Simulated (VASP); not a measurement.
# P (I4/mmm) in VASP: notebook

P is run at these levels: PBE; tasks: single point, relaxation of cell and atoms.

Everything below comes from runs of VASP 6.6.1. Logs are shortened: lines on timing, memory, paths and dates and some standing lists are left out, and cuts for length are marked.

## 1. The cell of the first run

It takes space group I4/mmm (No. 139, tetragonal). The conventional cell has a = 3.496 Å, b = 3.496 Å, c = 4.970 Å, α = 90.00°, β = 90.00°, γ = 90.00°. P (site symmetry 4mm) has 6 P at 2.27 to 2.70 Å within 3.0 Å.

The cell was built from a structure type or drawn by symmetry, and may not be a known phase.

## 2. Single point, PBE

File INCAR:

```
SYSTEM = P
PREC     = Accurate       ! precision mode
ENCUT    = 520            ! plane-wave cutoff, eV
EDIFF    = 1E-6           ! SCF threshold, eV
ISMEAR   = 0              ! smearing method
SIGMA    = 0.1            ! smearing width, eV
LREAL    = .False.        ! projectors in reciprocal space
LASPH    = .True.         ! aspherical terms in the spheres
NELM     = 100            ! most SCF steps
ALGO     = Normal         ! electronic algorithm
ISIF     = 2              ! what is computed and relaxed
LWAVE    = .False.        ! write WAVECAR
LCHARG   = .True.         ! write CHGCAR
GGA      = PE             ! functional
LELF     = .True.         ! ELF
LVHAR    = .True.       
NBANDS   = 12             ! bands
```

File KPOINTS:

```
Automatic mesh
0
Gamma
  22 22 22
  0 0 0
```

File POSCAR:

```
P
1.0
   -1.7479696411      1.7479696411      2.4848983800
    1.7479696411     -1.7479696411      2.4848983800
    1.7479696411      1.7479696411     -2.4848983800
P
2
Direct
    0.2718163301      0.2718163301      0.0000000000
    0.7281836699      0.7281836699      0.0000000000
```

Potentials or basis: VASP PAW PBE potentials, release 64 (P).

Launch:

```bash
cat potpaw_PBE.64/P/POTCAR > POTCAR
mpirun -np 1 vasp_std > vasp.out
```

OUTCAR:

```text
SYSTEM = P
   PREC = Accurate
   ENCUT = 520
   EDIFF = 1E-6
   ISMEAR = 0
   LREAL = .False.
   LASPH = .True.
   NELM = 100
   ISIF = 2
   GGA = PE

 ion  position               nearest neighbor table
   1  0.272  0.272  0.000-   2 2.27   2 2.48   2 2.48   2 2.48   2 2.48   2 2.70
   2  0.728  0.728  0.000-   1 2.27   1 2.48   1 2.48   1 2.48   1 2.48   1 2.70

  LATTYP: Found a body centered tetragonal cell.
 ALAT       =     3.4959392822
 C/A-ratio  =     1.4215912688

  Lattice vectors:

 A1 = (  -1.7479696411,   1.7479696411,   2.4848983800)
 A2 = (   1.7479696411,  -1.7479696411,   2.4848983800)
 A3 = (   1.7479696411,   1.7479696411,  -2.4848983800)

Analysis of symmetry for initial positions (statically):
=====================================================================
 Subroutine PRICEL returns:
 Original cell was already a primitive cell.

 Routine SETGRP: Setting up the symmetry group for a
 body centered tetragonal supercell.

 Subroutine GETGRP returns: Found 16 space group operations
 (whereof 16 operations were pure point group operations)
 out of a pool of 16 trial point group operations.

The static configuration has the point symmetry D_4h.

Analysis of symmetry for dynamics (positions and initial velocities):
=====================================================================
 Subroutine PRICEL returns:
 Original cell was already a primitive cell.

 Routine SETGRP: Setting up the symmetry group for a
 body centered tetragonal supercell.

 Subroutine GETGRP returns: Found 16 space group operations
 (whereof 16 operations were pure point group operations)
 out of a pool of 16 trial point group operations.

The dynamic configuration has the point symmetry D_4h.

 Subroutine INISYM returns: Found 16 space group operations
 (whereof 16 operations are pure point group operations),
 and found     1 'primitive' translations

----------------------------------------------------------------------------------------

                                     Primitive cell

  volume of cell :      30.3694

  direct lattice vectors                    reciprocal lattice vectors
    -1.747969641  1.747969641  2.484898380     0.000000000  0.286046158  0.201215472
     1.747969641 -1.747969641  2.484898380     0.286046158  0.000000000  0.201215472
     1.747969641  1.747969641 -2.484898380     0.286046158  0.286046158  0.000000000

  length of vectors
     3.505069998  3.505069998  3.505069998     0.349728567  0.349728567  0.404530356

  position of ions in fractional coordinates (direct lattice)
     0.271816330  0.271816330  0.000000000
     0.728183670  0.728183670  0.000000000

  ion indices of the primitive-cell ions
   primitive index   ion index
                 1           1
                 2           2

----------------------------------------------------------------------------------------

 KPOINTS: Automatic mesh

Automatic generation of k-mesh.
 Grid dimensions read from file:
 generate k-points for:   22   22   22

 Generating k-lattice:

  Cartesian coordinates                     Fractional coordinates (reciprocal lattice)
     0.000000000  0.013002098  0.009146158     0.045454545 -0.000000000  0.000000000
     0.013002098  0.000000000  0.009146158    -0.000000000  0.045454545  0.000000000
     0.013002098  0.013002098  0.000000000     0.000000000  0.000000000  0.045454545

  Length of vectors
     0.015896753  0.015896753  0.018387743

  Shift w.r.t. Gamma in fractional coordinates (k-lattice)
     0.000000000  0.000000000  0.000000000

 Subroutine IBZKPT returns following result:
 ===========================================

 Found    834 irreducible k-points:

 Following reciprocal coordinates:
            Coordinates               Weight
  0.000000  0.000000  0.000000      1.000000
  0.045455  0.000000  0.000000      8.000000
  0.090909  0.000000  0.000000      8.000000
  0.136364  0.000000  0.000000      8.000000
  0.181818  0.000000 -0.000000      8.000000
  0.227273  0.000000  0.000000      8.000000
[... 16 lines left out ...]
  0.500000  0.045455 -0.000000     16.000000
 -0.454545  0.045455  0.000000     16.000000
 [... further k-points ...]
   k-points           NKPTS =    834   k-points in BZ     NKDIM =    834   number of bands    NBANDS=     12
   number of dos      NEDOS =    301   number of ions     NIONS =      2
   total plane-waves  NPLWV =  21952
   dimension x,y,z NGX =    28 NGY =   28 NGZ =   28
   dimension x,y,z NGXF=    56 NGYF=   56 NGZF=   56
   ions per type =               2
   NGX,Y,Z   is equivalent  to a cutoff of  13.28, 13.28, 13.28 a.u.
   NGXF,Y,Z  is equivalent  to a cutoff of  26.56, 26.56, 26.56 a.u.
 SYSTEM =  P
   PREC   = accura    normal or accurate (medium, high low for compatibility)
   ISTART =      0    job   : 0-new  1-cont  2-samecut
   ICHARG =      2    charge: 1-file 2-atom 10-const
   ISPIN  =      1    spin polarized calculation?
   LNONCOLLINEAR =      F non collinear calculations
   LSORBIT =      F    spin-orbit coupling
   LASPH  =      T    aspherical Exc in radial PAW
   ENCUT  =  520.0 eV  38.22 Ry    6.18 a.u.   6.52  6.52  6.52*2*pi/ulx,y,z
   NELM   =    100;   NELMIN=  2; NELMDL= -5     # of ELM steps
   EDIFF  = 0.1E-05   stopping-criterion for ELM
   LREAL  =      F    real-space projection
   EDIFFG = 0.1E-04   stopping-criterion for IOM
   NSW    =      0    number of steps for IOM
   IBRION =     -1    ionic relax: 0-MD 1-quasi-New 2-CG
   NFREE  =      0    steps in history (QN), initial steepest desc. (CG)
   ISIF   =      2    stress and relaxation
   ISYM   =      2    0-nonsym 1-usesym 2-fastsym
   POTIM  = 0.5000    time-step for ionic-motion
   TEBEG  =    0.0;   TEEND  =   0.0 temperature during run
   PSTRESS=    0.0 pullay stress
   NELECT =      10.0000    total number of electrons
   NUPDOWN=      -1.0000    fix difference up-down
   EMIN   =  10.00;   EMAX   =-10.00  energy-range for DOS
   EFERMI =   0.00;   METHOD = LEGACY
   ISMEAR =     0;   SIGMA  =   0.10  broadening in eV -4-tet -1-fermi 0-gaus
   EFERMI_NEDOS =   21; number of points for ismear=-14 and -15
   IALGO  =     38    algorithm
   IMIX   =      4    mixing-type and parameters
     AMIX     =   0.40;   BMIX     =  1.00
     AMIX_MAG =   1.60;   BMIX_MAG =  1.00
  volume/ion in A,a.u.               =      15.18       102.47
  Fermi-wavevector in a.u.,A,eV,Ry     =   1.130480  2.136297 17.388027  1.277984
  Thomas-Fermi vector in A             =   2.267176
   LORBIT       =      0    0 simple, 1 ext, 2 COOP (PROOUT), +10 PAW based schemes
   GGA     = PE    functional components
   LHFCALC =     F    Hartree Fock is set to
   AEXX    =    0.0000 exact exchange contribution
   IVDW    =     0    specifies the selected vdW correction
   LEPSILON=     F    determine dielectric tensor
   LRPA    =     F    only Hartree local field effects (RPA)
 non-spin polarized calculation
 Gauss-broadening in eV      SIGMA  =   0.10
  energy-cutoff  :      520.00
  volume of cell :       30.37
 maximum number of plane-waves:       869
 NGX is ok and might be reduce to    28
   NGX = 13   NGY = 13   NGZ = 13

 number of electron      10.0000000 magnetization

 Free energy of the ion-electron system (eV)
  ---------------------------------------------------
  ext. energy  EPLUGINS =         0.00000000
  ---------------------------------------------------
  free energy    TOTEN  =       -10.57541505 eV

  energy without entropy =      -10.57210033  energy(sigma->0) =      -10.57375769

 E-fermi :   9.2746     XC(G=0): -11.0740

 val. band max:        9.2741246164   @ k =   0.4091   0.0455  -0.0000
 cond. band min:       9.2775301630   @ k =  -0.1818   0.3182   0.1364
 fundamental gap:      0.0034055466
 Fermi energy:         9.2745974415

 k-point     1 :       0.0000    0.0000    0.0000
  band No.  band energies     occupation
      1      -7.0824      2.00000
      2       6.5955      2.00000
      3       6.9849      2.00000
      4       7.0195      2.00000
      5       7.0195      2.00000
      6      12.4923      0.00000
      7      12.4923      0.00000
      8      13.9379      0.00000
      9      13.9542      0.00000
     10      15.2491      0.00000
     11      15.2491      0.00000
     12      16.0114      0.00000

 k-point     2 :       0.0455    0.0000    0.0000
  band No.  band energies     occupation
      1      -7.0485      2.00000
      2       6.0337      2.00000
      3       6.7364      2.00000
      4       7.0121      2.00000
      5       7.7180      2.00000
      6      12.4262      0.00000
      7      12.5068      0.00000
      8      13.7198      0.00000
      9      13.9996      0.00000
     10      14.8949      0.00000
     11      15.0642      0.00000
     12      16.5663      0.00000

 k-point     3 :       0.0909    0.0000    0.0000
  band No.  band energies     occupation
      1      -6.9469      2.00000
      2       5.1195      2.00000
      3       6.6999      2.00000
      4       6.9929      2.00000
      5       8.3348      2.00000
      6      12.1818      0.00000
      7      12.5295      0.00000
      8      13.1712      0.00000
      9      14.1852      0.00000
     10      14.6113      0.00000
     11      14.8774      0.00000
     12      17.4960      0.00000

 k-point     4 :       0.1364    0.0000    0.0000
  band No.  band energies     occupation
      1      -6.7780      2.00000
      2       4.1552      2.00000
      3       6.6623      2.00000
      4       6.9697      2.00000
      5       8.7916      2.00000
      6      11.7367      0.00000
      7      12.3702      0.00000
      8      12.6724      0.00000
      9      14.4843      0.00000
     10      14.6675      0.00000
     11      14.8700      0.00000
     12      18.5447      0.00000

 k-point     5 :       0.1818    0.0000   -0.0000
  band No.  band energies     occupation
      1      -6.5422      2.00000
      2       3.1755      2.00000
      3       6.6251      2.00000
      4       6.9530      2.00000
      5       9.0899      1.99100
      6      11.1789      0.00000
      7      11.7842      0.00000
      8      12.4974      0.00000
      9      14.8702      0.00000
     10      15.0008      0.00000
     11      15.1499      0.00000
     12      19.6614      0.00000
[... 228 lines left out ...]
      1      -4.2094      2.00000
      2      -1.6050      2.00000
      3       6.3526      2.00000
      4       7.1659      2.00000
      5       8.3201      2.00000
      6       9.2741      1.00534
      7      10.1407      0.00000
      8      11.3022      0.00000
      9      18.5007      0.00000
     10      18.8418      0.00000
     11      20.1798      0.00000
     12      21.8550      0.00000

 k-point    22 :       0.4545    0.0455    0.0000
  band No.  band energies     occupation
      1      -3.6861      2.00000
      2      -2.2592      2.00000
      3       6.3874      2.00000
      4       7.2426      2.00000
      5       8.0423      2.00000
      6       9.2157      1.59532
      7      10.2218      0.00000
      8      11.0936      0.00000
      9      19.3583      0.00000
     10      19.8593      0.00000
     11      20.7504      0.00000
     12      21.2489      0.00000

 k-point    23 :       0.5000    0.0455   -0.0000
  band No.  band energies     occupation
      1      -3.5648      2.00000
      2      -2.3986      2.00000
      3       6.3801      2.00000
      4       7.3778      2.00000
      5       7.8171      2.00000
      6       9.2963      0.75861
      7      10.2658      0.00000
      8      11.0136      0.00000
      9      19.2470      0.00000
     10      20.6536      0.00000
     11      20.7277      0.00000
     12      21.3809      0.00000

 k-point    24 :      -0.4545    0.0455    0.0000
  band No.  band energies     occupation
      1      -4.0259      2.00000
      2      -1.8422      2.00000
      3       6.3372      2.00000
      4       7.4562      2.00000
      5       7.7764      2.00000
      6       9.4969      0.00167
      7      10.2295      0.00000
      8      11.1035      0.00000
      9      18.3249      0.00000
     10      19.9569      0.00000
     11      20.2280      0.00000
     12      21.9943      0.00000

 [... further k-points ...]

------------------------ aborting loop because EDIFF is reached ----------------------------------------

  FORCE on cell =-STRESS in cart. coord.  units (eV):
  Direction    XX          YY          ZZ          XY          YZ          ZX
  --------------------------------------------------------------------------------------
  -------------------------------------------------------------------------------------
  Total       -0.0460524     -0.0460524     -0.0705053      0.0000000     -0.0000000      0.0000000
  in kB       -2.4295559     -2.4295559     -3.7195954      0.0000000     -0.0000000      0.0000000
  external PRESSURE =      -2.8595691 kB  Pullay stress =       0.0000000 kB

 VOLUME and BASIS-vectors are now :
 -----------------------------------------------------------------------------
  energy-cutoff  :      520.00
  volume of cell :       30.37
      direct lattice vectors                 reciprocal lattice vectors
    -1.747969641  1.747969641  2.484898380     0.000000000  0.286046158  0.201215472
     1.747969641 -1.747969641  2.484898380     0.286046158  0.000000000  0.201215472
     1.747969641  1.747969641 -2.484898380     0.286046158  0.286046158  0.000000000

 POSITION                                       TOTAL-FORCE (eV/Angst)
 -----------------------------------------------------------------------------------
      0.00000      0.00000      1.35087        -0.000000     -0.000000      0.035815
      0.00000      0.00000      3.61892         0.000000      0.000000     -0.035815
 -----------------------------------------------------------------------------------
    total drift:                               -0.000000      0.000000     -0.000000

  FREE ENERGIE OF THE ION-ELECTRON SYSTEM (eV)
  ---------------------------------------------------
  free  energy   TOTEN  =       -10.5754150524 eV

  energy  without entropy=      -10.5721003320  energy(sigma->0) =      -10.57375769
```

Wall time 1.7 min (1 thread of Intel Xeon 6975P-C (Granite Rapids), shared host); peak memory 0.34 GiB.

What came out:

```
Free energy            : -10.5754 eV
Pressure               : -0.3 GPa
Largest force          : 0.036 eV/Å
Band gap on the k mesh : zero (bands 5 and 6 overlap by 1.21 eV)
```

Forces on the atoms (eV/Å):
```
P    0.000  0.000  0.036
P    0.000  0.000 -0.036
```

## 3. Relaxation of cell and atoms, PBE

This run uses another cell than the first one, of 15.31 Å³/atom.

File INCAR:

```
PREC = Accurate
ENCUT = 600
EDIFF = 1E-6
ISMEAR = 0
SIGMA = 0.1
LREAL = False
LASPH = True
NELM = 100
ALGO = Normal
ISIF = 3
LWAVE = False
LCHARG = False
GGA = PE
IBRION = 2
NSW = 100
EDIFFG = -0.01
```

File KPOINTS:

```
Automatic mesh
0
Gamma
  22 22 22
```

File POSCAR:

```
P
1.0
   -1.7496391693      1.7496391693      2.5003948030
    1.7496391693     -1.7496391693      2.5003948030
    1.7496391693      1.7496391693     -2.5003948030
P
2
Direct
    0.2735310335      0.2735310335      0.0000000000
    0.7264689665      0.7264689665      0.0000000000
```

Potentials or basis: VASP PAW PBE potentials, release 64 (P).

Launch:

```bash
cat potpaw_PBE.64/P/POTCAR > POTCAR
mpirun -np 1 vasp_std > vasp.out
```

Run time: 4.1 min. Hardware: 1 thread of Intel Xeon 6975P-C (Granite Rapids), shared host; peak memory 0.35 GiB.

Results (log left out):

| Item | Value |
| --- | --- |
| Free energy | -10.5759 eV |
| Relaxed volume | 15.17 Å³/atom |
| Relaxed cell | a = 3.504 Å, b = 3.504 Å, c = 3.504 Å, α = 120.18°, β = 120.18°, γ = 89.69° |
| Space group after relaxing (to 0.1 Å) | I4/mmm (No. 139) |
| Energy gained by relaxing | 0.5 meV/atom |
| Ionic steps | 6 |
| Pressure after relaxing | 0.0 GPa |
| Band gap on the k mesh | zero (bands 5 and 6 overlap by 1.18 eV) |

Step by step:
```
step  energy change (eV)  largest force (eV/Å)  pressure (GPa)  volume (Å³)
   1              0.0000                0.0065           -0.54        30.62
   2             -0.0005                0.0667            0.27        30.39
   3             -0.0007                0.0414            0.00        30.46
   4             -0.0008                0.0250           -0.06        30.45
   5             -0.0009                0.0025           -0.14        30.42
   6             -0.0009                0.0012            0.02        30.34
```

Final structure:
```cif
data_structure
_symmetry_space_group_name_H-M 'P 1'
_symmetry_Int_Tables_number 1
_cell_length_a 3.5039
_cell_length_b 3.5039
_cell_length_c 3.5039
_cell_angle_alpha 120.180
_cell_angle_beta 120.180
_cell_angle_gamma 89.688
_cell_volume 30.34
loop_
_atom_site_label
_atom_site_type_symbol
_atom_site_fract_x
_atom_site_fract_y
_atom_site_fract_z
_atom_site_occupancy
P1 P 0.27239 0.27239 0.00000 1
P2 P 0.72761 0.72761 0.00000 1
```

Levels at points of the mesh, in eV from the Fermi level:
```tsv
k point	band 3	band 4	band 5	band 6	band 7	band 8
(0.00, 0.00, 0.00)	-2.28	-2.26	-2.26	3.17	3.17	4.66
(0.50, 0.00, 0.00)	-2.66	-1.82	-1.06	-0.26	0.66	1.46
(0.50, 0.50, 0.00)	-7.71	-5.30	-5.23	0.60	7.41	7.68
(0.50, 0.50, 0.50)	-6.67	-5.28	-5.28	1.04	7.31	7.31
```
